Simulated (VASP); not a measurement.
Here is a VASP 6.6.1 calculation.

File INCAR:

```
SYSTEM = CaO
ALGO = Normal ; EDIFF = 1E-6
ENCUT = 520 ; GGA = PE
ISIF = 2 ; ISMEAR = 0
LASPH = .True. ; LCHARG = .False.
LREAL = .False. ; LWAVE = .False.
NBANDS = 42 ; NELM = 100
PREC = Accurate ; SIGMA = 0.1
```

File KPOINTS:

```
k-points
0
Gamma
  4 4 4
  0 0 0
```

Contents of POSCAR:

```
CaO
1.0
   -2.4133748526     -0.0024831214     -2.4159155254
   -2.4172460514     -4.8334330888      2.4148001509
   -2.4113343248      4.8325259131      2.4189034752
Ca O
4 4
Direct
    0.4999818236      0.5000035063     -0.0000037044
    0.9999789104      0.0000067826      0.0000131226
    0.0000060887      0.5000177557      0.4999932179
    0.4999959857      0.0000143713      0.5000101939
    0.0000130983      0.7499820761      0.2499966556
    0.5000078185      0.2499917931      0.2499965806
    0.5000036621      0.7499949405      0.7499961390
    0.0000126127      0.2499887745      0.7499977947
```

Potentials or basis: VASP PAW PBE potentials, release 64 (Ca_sv, O).

The run is started by

```sh
$ cat potpaw_PBE.64/Ca_sv/POTCAR potpaw_PBE.64/O/POTCAR > POTCAR
$ mpirun -np 1 vasp_std > vasp.out
```

Q: Estimate the band gap on the k mesh.

A: 3.63 eV.

Q: Estimate the pressure.

A: 0.5 GPa.

Stress tensor (GPa, compression positive):
```
 0.65 -0.09  0.05
-0.09  0.47 -0.06
 0.05 -0.06  0.49
```

Caveat: the k points lie up to 0.46 Å⁻¹ apart. A k mesh can miss the band edges.
